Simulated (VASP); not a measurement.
# Ti (P6_3/mmc) in VASP: a series of runs

Ti is run at these levels: r2SCAN; tasks: single point.

Everything below comes from runs of VASP 6.6.1. Logs are shortened: lines on timing, memory, paths and dates and some standing lists are left out, and cuts for length are marked.

## Step 1: The cell of the first run

The structure is hexagonal, space group P6_3/mmc (No. 194). Conventional cell: a = 3.141 Å, b = 3.141 Å, c = 4.824 Å, α = 90.00°, β = 90.00°, γ = 120.00°. Ti (site symmetry -6m2) has 12 Ti at 3.02 to 3.14 Å within 4.0 Å.

## Step 2: Single point, r2SCAN

Input file POSCAR:

```
Ti
1.0
    3.1405000000      0.0000000000      0.0000000000
   -1.5702500000      2.7197527806      0.0000000000
    0.0000000000      0.0000000000      4.8240000000
Ti
2
Direct
    0.3333333333      0.6666666667      0.2500000000
    0.6666666667      0.3333333333      0.7500000000
```

Input file INCAR.step1:

```
SYSTEM = Ti
ALGO = Normal
EDIFF = 1E-4
ENCUT = 520
GGA = PE
ISMEAR = 1
LASPH = .TRUE.
LCHARG = .FALSE.
LREAL = .FALSE.
LWAVE = .TRUE.
NBANDS = 19
NELM = 100
PREC = Accurate
SIGMA = 0.05
```

Input file INCAR.step2:

```
SYSTEM = Ti
ALGO = Normal
EDIFF = 1E-7
ENCUT = 520
ISIF = 2
ISMEAR = 1
ISTART = 1
LASPH = .TRUE.
LCHARG = .FALSE.
LMIXTAU = .TRUE.
LREAL = .FALSE.
LWAVE = .FALSE.
METAGGA = R2SCAN
NBANDS = 19
NELM = 100
PREC = Accurate
SIGMA = 0.05
```

Input file KPOINTS:

```
k-points
0
G
  18 18 10
  0 0 0
```

Potentials or basis: VASP PAW PBE potentials, release 64 (Ti_sv).

Started as:

```sh
cat potpaw_PBE.64/Ti_sv/POTCAR > POTCAR
cp INCAR.step1 INCAR
mpirun -np 1 vasp_std > vasp.out
cp INCAR.step2 INCAR
mpirun -np 1 vasp_std > vasp.out
```

OUTCAR:

```text
SYSTEM = Ti
   EDIFF = 1E-7
   ENCUT = 520
   ISIF = 2
   ISMEAR = 1
   ISTART = 1
   LASPH = .TRUE.
   LREAL = .FALSE.
   METAGGA = R2SCAN
   NELM = 100
   PREC = Accurate

 ion  position               nearest neighbor table
   1  0.333  0.667  0.250-
   2  0.667  0.333  0.750-

  LATTYP: Found a hexagonal cell.
 ALAT       =     3.1405000000
 C/A-ratio  =     1.5360611368

  Lattice vectors:

 A1 = (   3.1405000000,   0.0000000000,   0.0000000000)
 A2 = (  -1.5702500000,   2.7197527806,   0.0000000000)
 A3 = (   0.0000000000,   0.0000000000,   4.8240000000)

Analysis of symmetry for initial positions (statically):
=====================================================================
 Subroutine PRICEL returns:
 Original cell was already a primitive cell.

 Routine SETGRP: Setting up the symmetry group for a
 hexagonal supercell.

 Subroutine GETGRP returns: Found 24 space group operations
 (whereof 12 operations were pure point group operations)
 out of a pool of 24 trial point group operations.

The static configuration has the point symmetry D_3d.
 The point group associated with its full space group is D_6h.

Analysis of symmetry for dynamics (positions and initial velocities):
=====================================================================
 Subroutine PRICEL returns:
 Original cell was already a primitive cell.

 Routine SETGRP: Setting up the symmetry group for a
 hexagonal supercell.

 Subroutine GETGRP returns: Found 24 space group operations
 (whereof 12 operations were pure point group operations)
 out of a pool of 24 trial point group operations.

The dynamic configuration has the point symmetry D_3d.
 The point group associated with its full space group is D_6h.

 Subroutine INISYM returns: Found 24 space group operations
 (whereof 12 operations are pure point group operations),
 and found     1 'primitive' translations

----------------------------------------------------------------------------------------

                                     Primitive cell

  volume of cell :      41.2036

  direct lattice vectors                    reciprocal lattice vectors
     3.140500000  0.000000000  0.000000000     0.318420634  0.183840239  0.000000000
    -1.570250000  2.719752781  0.000000000     0.000000000  0.367680477  0.000000000
     0.000000000  0.000000000  4.824000000     0.000000000  0.000000000  0.207296849

  length of vectors
     3.140500000  3.140500000  4.824000000     0.367680477  0.367680477  0.207296849

  position of ions in fractional coordinates (direct lattice)
     0.333333333  0.666666667  0.250000000
     0.666666667  0.333333333  0.750000000

  ion indices of the primitive-cell ions
   primitive index   ion index
                 1           1
                 2           2

----------------------------------------------------------------------------------------

 KPOINTS: k-points

Automatic generation of k-mesh.
 Grid dimensions read from file:
 generate k-points for:   18   18   10

 Generating k-lattice:

  Cartesian coordinates                     Fractional coordinates (reciprocal lattice)
     0.017690035  0.010213347  0.000000000     0.055555556 -0.000000000  0.000000000
     0.000000000  0.020426693  0.000000000     0.000000000  0.055555556  0.000000000
     0.000000000  0.000000000  0.020729685     0.000000000  0.000000000  0.100000000

  Length of vectors
     0.020426693  0.020426693  0.020729685

  Shift w.r.t. Gamma in fractional coordinates (k-lattice)
     0.000000000  0.000000000  0.000000000

 Subroutine IBZKPT returns following result:
 ===========================================

 Found    222 irreducible k-points:

 Following reciprocal coordinates:
            Coordinates               Weight
  0.000000  0.000000  0.000000      1.000000
  0.055556 -0.000000  0.000000      6.000000
  0.111111 -0.000000  0.000000      6.000000
  0.166667  0.000000  0.000000      6.000000
  0.222222  0.000000  0.000000      6.000000
  0.277778  0.000000  0.000000      6.000000
[... 16 lines left out ...]
  0.333333  0.111111  0.000000     12.000000
  0.388889  0.111111  0.000000     12.000000
 [... further k-points ...]
   k-points           NKPTS =    222   k-points in BZ     NKDIM =    222   number of bands    NBANDS=     19
   number of dos      NEDOS =    301   number of ions     NIONS =      2
   total plane-waves  NPLWV =  20736
   dimension x,y,z NGX =    24 NGY =   24 NGZ =   36
   dimension x,y,z NGXF=    48 NGYF=   48 NGZF=   72
   ions per type =               2
   NGX,Y,Z   is equivalent  to a cutoff of  12.70, 12.70, 12.41 a.u.
   NGXF,Y,Z  is equivalent  to a cutoff of  25.41, 25.41, 24.81 a.u.
 SYSTEM =  Ti
   PREC   = accura    normal or accurate (medium, high low for compatibility)
   ISTART =      1    job   : 0-new  1-cont  2-samecut
   ICHARG =      0    charge: 1-file 2-atom 10-const
   ISPIN  =      1    spin polarized calculation?
   LNONCOLLINEAR =      F non collinear calculations
   LSORBIT =      F    spin-orbit coupling
   LASPH  =      T    aspherical Exc in radial PAW
   ENCUT  =  520.0 eV  38.22 Ry    6.18 a.u.   5.84  5.84  8.97*2*pi/ulx,y,z
   NELM   =    100;   NELMIN=  2; NELMDL=  0     # of ELM steps
   EDIFF  = 0.1E-06   stopping-criterion for ELM
   LREAL  =      F    real-space projection
   EDIFFG = 0.1E-05   stopping-criterion for IOM
   NSW    =      0    number of steps for IOM
   IBRION =     -1    ionic relax: 0-MD 1-quasi-New 2-CG
   NFREE  =      0    steps in history (QN), initial steepest desc. (CG)
   ISIF   =      2    stress and relaxation
   ISYM   =      2    0-nonsym 1-usesym 2-fastsym
   POTIM  = 0.5000    time-step for ionic-motion
   TEBEG  =    0.0;   TEEND  =   0.0 temperature during run
   PSTRESS=    0.0 pullay stress
   NELECT =      24.0000    total number of electrons
   NUPDOWN=      -1.0000    fix difference up-down
   EMIN   =  10.00;   EMAX   =-10.00  energy-range for DOS
   EFERMI =   0.00;   METHOD = LEGACY
   ISMEAR =     1;   SIGMA  =   0.05  broadening in eV -4-tet -1-fermi 0-gaus
   EFERMI_NEDOS =   21; number of points for ismear=-14 and -15
   IALGO  =     38    algorithm
   IMIX   =      4    mixing-type and parameters
     AMIX     =   0.40;   BMIX     =  1.00
     AMIX_MAG =   1.60;   BMIX_MAG =  1.00
  volume/ion in A,a.u.               =      20.60       139.03
  Fermi-wavevector in a.u.,A,eV,Ry     =   1.367204  2.583641 25.432656  1.869247
  Thomas-Fermi vector in A             =   2.493277
   LORBIT       =      0    0 simple, 1 ext, 2 COOP (PROOUT), +10 PAW based schemes
   METAGGA = R2SCAN    functional components
   LHFCALC =     F    Hartree Fock is set to
   AEXX    =    0.0000 exact exchange contribution
   IVDW    =     0    specifies the selected vdW correction
   LEPSILON=     F    determine dielectric tensor
   LRPA    =     F    only Hartree local field effects (RPA)
 non-spin polarized calculation
 Methfessel and Paxton  Order N= 1 SIGMA  =   0.05
  energy-cutoff  :      520.00
  volume of cell :       41.20
 maximum number of plane-waves:      1124
 NGX is ok and might be reduce to    24
   NGX = 11   NGY = 11   NGZ = 17

 number of electron      24.0000007 magnetization

 Free energy of the ion-electron system (eV)
  ---------------------------------------------------
  ext. energy  EPLUGINS =         0.00000000
  ---------------------------------------------------
  free energy    TOTEN  =       -25.55721667 eV

  energy without entropy =      -25.55710742  energy(sigma->0) =      -25.55718025

 E-fermi :   6.7046     XC(G=0): -11.5483

 val. band max:        6.7039726791   @ k =   0.1111   0.1111   0.3000
 cond. band min:       6.7085024582   @ k =   0.3889   0.2222   0.3000
 fundamental gap:      0.0045297790
 Fermi energy:         6.7045727107

 k-point     1 :       0.0000    0.0000    0.0000
  band No.  band energies     occupation
      1     -52.8908      2.00000
      2     -52.8117      2.00000
      3     -28.2974      2.00000
      4     -27.9017      2.00000
      5     -27.9017      2.00000
      6     -27.8516      2.00000
[... 11 lines left out ...]
     18       8.0695      0.00000
     19       9.4227      0.00000

 k-point     2 :       0.0556   -0.0000    0.0000
  band No.  band energies     occupation
      1     -52.8893      2.00000
      2     -52.8112      2.00000
      3     -28.2934      2.00000
      4     -27.9089      2.00000
      5     -27.9043      2.00000
      6     -27.8536      2.00000
[... 11 lines left out ...]
     18       8.0293      0.00000
     19       9.4454      0.00000

 k-point     3 :       0.1111   -0.0000    0.0000
  band No.  band energies     occupation
      1     -52.8849      2.00000
      2     -52.8100      2.00000
      3     -28.2814      2.00000
      4     -27.9299      2.00000
      5     -27.9119      2.00000
      6     -27.8600      2.00000
[... 11 lines left out ...]
     18       8.0308      0.00000
     19       9.5032      0.00000

 k-point     4 :       0.1667    0.0000    0.0000
  band No.  band energies     occupation
      1     -52.8781      2.00000
      2     -52.8083      2.00000
      3     -28.2624      2.00000
      4     -27.9623      2.00000
      5     -27.9231      2.00000
      6     -27.8933      2.00000
[... 11 lines left out ...]
     18       8.2289      0.00000
     19       9.5756      0.00000

 k-point     5 :       0.2222    0.0000    0.0000
  band No.  band energies     occupation
      1     -52.8694      2.00000
      2     -52.8065      2.00000
      3     -28.2374      2.00000
      4     -28.0025      2.00000
      5     -27.9365      2.00000
      6     -27.9334      2.00000
[... 11 lines left out ...]
     18       8.4840      0.00000
     19       9.6461      0.00000
[... 334 lines left out ...]
      2     -52.8048      2.00000
      3     -28.1986      2.00000
      4     -28.0433      2.00000
      5     -28.0053      2.00000
      6     -27.9403      2.00000
[... 11 lines left out ...]
     18       9.0340      0.00000
     19       9.6813      0.00000

 k-point    22 :       0.2778    0.1111    0.0000
  band No.  band energies     occupation
      1     -52.8472      2.00000
      2     -52.8044      2.00000
      3     -28.1679      2.00000
      4     -28.0819      2.00000
      5     -28.0286      2.00000
      6     -27.9626      2.00000
[... 11 lines left out ...]
     18       9.3874      0.00000
     19       9.7156      0.00000

 k-point    23 :       0.3333    0.1111    0.0000
  band No.  band energies     occupation
      1     -52.8386      2.00000
      2     -52.8049      2.00000
      3     -28.1379      2.00000
      4     -28.1137      2.00000
      5     -28.0471      2.00000
      6     -27.9808      2.00000
[... 11 lines left out ...]
     18       9.7396      0.00000
     19       9.7559      0.00000

 k-point    24 :       0.3889    0.1111    0.0000
  band No.  band energies     occupation
      1     -52.8322      2.00000
      2     -52.8061      2.00000
      3     -28.1345      2.00000
      4     -28.1137      2.00000
      5     -28.0590      2.00000
      6     -27.9926      2.00000
[... 11 lines left out ...]
     18       9.7536      0.00000
     19      10.1332      0.00000

 [... further k-points ...]

------------------------ aborting loop because EDIFF is reached ----------------------------------------

  FORCE on cell =-STRESS in cart. coord.  units (eV):
  Direction    XX          YY          ZZ          XY          YZ          ZX
  --------------------------------------------------------------------------------------
  -------------------------------------------------------------------------------------
  Total       -4.0137617     -4.0137617     -3.3505400     -0.0000000      0.0000000      0.0000000
  in kB     -156.0725927   -156.0725927   -130.2836325     -0.0000000      0.0000000      0.0000000
  external PRESSURE =    -147.4762726 kB  Pullay stress =       0.0000000 kB

 VOLUME and BASIS-vectors are now :
 -----------------------------------------------------------------------------
  energy-cutoff  :      520.00
  volume of cell :       41.20
      direct lattice vectors                 reciprocal lattice vectors
     3.140500000  0.000000000  0.000000000     0.318420634  0.183840239  0.000000000
    -1.570250000  2.719752781  0.000000000     0.000000000  0.367680477  0.000000000
     0.000000000  0.000000000  4.824000000     0.000000000  0.000000000  0.207296849

 POSITION                                       TOTAL-FORCE (eV/Angst)
 -----------------------------------------------------------------------------------
     -0.00000      1.81317      1.20600        -0.000000      0.000000      0.000000
      1.57025      0.90658      3.61800         0.000000     -0.000000      0.000000
 -----------------------------------------------------------------------------------
    total drift:                                0.000000     -0.000000      0.000000

  FREE ENERGIE OF THE ION-ELECTRON SYSTEM (eV)
  ---------------------------------------------------
  free  energy   TOTEN  =       -25.5572166658 eV

  energy  without entropy=      -25.5571074245  energy(sigma->0) =      -25.55718025
```

Wall time 5 min (1 thread of Intel Xeon Platinum 8488C (Sapphire Rapids), shared host); peak memory 0.26 GiB.

Results:

| Quantity | Value |
| --- | --- |
| Free energy | -25.5572 eV |
| Pressure | -14.7 GPa |
| Band gap on the k mesh | zero (band 12 reaches 7.41 eV, above the bottom of band 13 at 6.30 eV) |

Caveat: the PAW data sets were made with another functional, which shifts forces and pressure a little.

## Step 3: Single point, r2SCAN

This run uses another cell than the first one, of 21.23 Å³/atom, 1.031 times its volume.

Input file POSCAR:

```
Ti
1.0
    3.0721000000      0.0000000000      0.0000000000
   -1.5360500000      2.6605166430      0.0000000000
    0.0000000000      0.0000000000      5.1950000000
Ti
2
Direct
    0.3333333333      0.6666666667      0.2500000000
    0.6666666667      0.3333333333      0.7500000000
```

Input file INCAR.step1:

```
PREC = Accurate
ENCUT = 520
ISMEAR = 1
SIGMA = 0.05
LREAL = False
LASPH = True
NELM = 80
NBANDS = 19
GGA = PE
ALGO = Normal
EDIFF = 1E-4
LWAVE = True
LCHARG = False
```

Input file INCAR.step2:

```
PREC = Accurate
ENCUT = 520
EDIFF = 1E-6
ISMEAR = 1
SIGMA = 0.05
LREAL = False
LASPH = True
NELM = 80
ALGO = Normal
ISIF = 2
LWAVE = False
LCHARG = False
METAGGA = R2SCAN
LMIXTAU = True
NBANDS = 19
ISTART = 1
```

Input file KPOINTS:

```
regular mesh
0
Gamma
  18 18 10
```

Potentials or basis: VASP PAW PBE potentials, release 64 (Ti_sv).

Started as:

```sh
cat potpaw_PBE.64/Ti_sv/POTCAR > POTCAR
cp INCAR.step1 INCAR
mpirun -np 1 vasp_std > vasp.out
cp INCAR.step2 INCAR
mpirun -np 1 vasp_std > vasp.out
```

Wall time 4.5 min (1 thread of Intel Xeon Platinum 8488C (Sapphire Rapids), shared host); peak memory 0.27 GiB.

It converged, with:

* Free energy: -25.4028 eV
* Pressure: -16.3 GPa
* Band gap on the k mesh: zero (band 12 reaches 6.87 eV, above the bottom of band 13 at 6.04 eV)

Stress tensor (GPa, compression positive):
```
-14.15   0.00   0.00
  0.00 -14.15   0.00
  0.00   0.00 -20.68
```

Levels at points of the mesh, in eV from the Fermi level:
| k point | band 9 | band 10 | band 11 | band 12 | band 13 | band 14 | band 15 | band 16 |
| --- | --- | --- | --- | --- | --- | --- | --- | --- |
| (0.00, 0.00, 0.00) | -6.12 | -2.53 | -0.36 | 0.44 | 0.78 | 0.78 | 1.08 | 1.08 |
| (0.50, 0.00, 0.00) | -2.19 | -1.77 | -1.51 | -0.73 | 0.35 | 0.75 | 0.80 | 2.85 |
| (0.00, 0.00, 0.50) | -4.58 | -4.58 | -0.17 | -0.17 | 0.77 | 0.77 | 0.77 | 0.77 |
| (0.50, 0.00, 0.50) | -2.18 | -2.18 | -0.78 | -0.78 | 0.85 | 0.85 | 1.67 | 1.67 |

Caveat: the PAW data sets were made with another functional, which shifts forces and pressure a little.

(Continued in part 2 of 2.)
